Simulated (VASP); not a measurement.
Here is a VASP 6.6.1 calculation.

INCAR

```
SYSTEM = Hg
PREC = Accurate
ENCUT = 520
EDIFF = 1E-7
ISMEAR = 0
SIGMA = 0.15
LREAL = .False.
LASPH = .True.
NELM = 100
ALGO = Fast
ISIF = 2
LWAVE = .False.
LCHARG = .False.
GGA = PS
IVDW = 12
NBANDS = 19
```

The input KPOINTS:

```
Automatic mesh
0
Gamma
  18 18 10
  0 0 0
```

The input POSCAR:

```
Hg
1.0
    3.0496727647      0.0000000000      0.0000000000
   -1.5248363824      2.6410940875      0.0000000000
    0.0000000000      0.0000000000      5.1911529801
Hg
2
Direct
    0.6666666667      0.3333333333      0.7500000000
    0.3333333333      0.6666666667      0.2500000000
```

Potentials or basis: VASP PAW PBE potentials, release 64 (Hg).

Run with:

```bash
$ cat potpaw_PBE.64/Hg/POTCAR > POTCAR
$ mpirun -np 1 vasp_std > vasp.out
```

Problem. Estimate the pressure.

Solution. 3.1 GPa.

Problem. Estimate the band gap on the k mesh.

Solution. Zero (bands 12 and 13 overlap by 2.26 eV).

Caveat: the cell stands under pressure; the PAW data sets were made with another functional, which shifts forces and pressure a little; spin-orbit coupling is left out, which moves the levels of the heavy elements.
